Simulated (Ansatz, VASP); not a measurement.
**Te2Se: VASP beside Ansatz**

```
Te Se
1.0
     2.02063    1.16661    6.06455
    -2.02063    1.16661    6.06455
     0.00000   -2.33322    6.06455
Te Se
2 1
Direct
  0.77415 0.77415 0.77415
  0.22585 0.22585 0.22585
  0.00000 0.00000 0.00000
```

Alike in both runs: functional PBE; k mesh 12 × 12 × 12; occupations gaussian, width 0.1 eV; no spin polarisation.

Ansatz relaxed the structure, and its values are those at the end. VASP's run is a single point on that final structure, the one shown.

|  | VASP | Ansatz |
| --- | --- | --- |
| version | VASP 6.6.1 | Ansatz 0.2.0 |
| potentials or method | VASP PAW PBE potentials, release 64 (Te, Se), cutoff 520 eV | scalar-relativistic, plane waves, PAW |
| valence electrons in the cell | 18 | 48 |

|  | VASP | Ansatz | Ansatz less VASP |
| --- | --- | --- | --- |
| gap on the k mesh at the Fermi level (eV) | none | none | - |
| pressure (GPa) | -0.1 | 0.0 | +0.05 |

A gap of «none» marks a metal or a gap that the smearing closes. With one functional, cell and mesh, what is left measures potentials, basis and numerics. VASP's potentials hold 18 valence electrons a cell and Ansatz's 48, so a difference there can come from the potentials and not from the codes.

Neither program's run includes spin-orbit coupling.
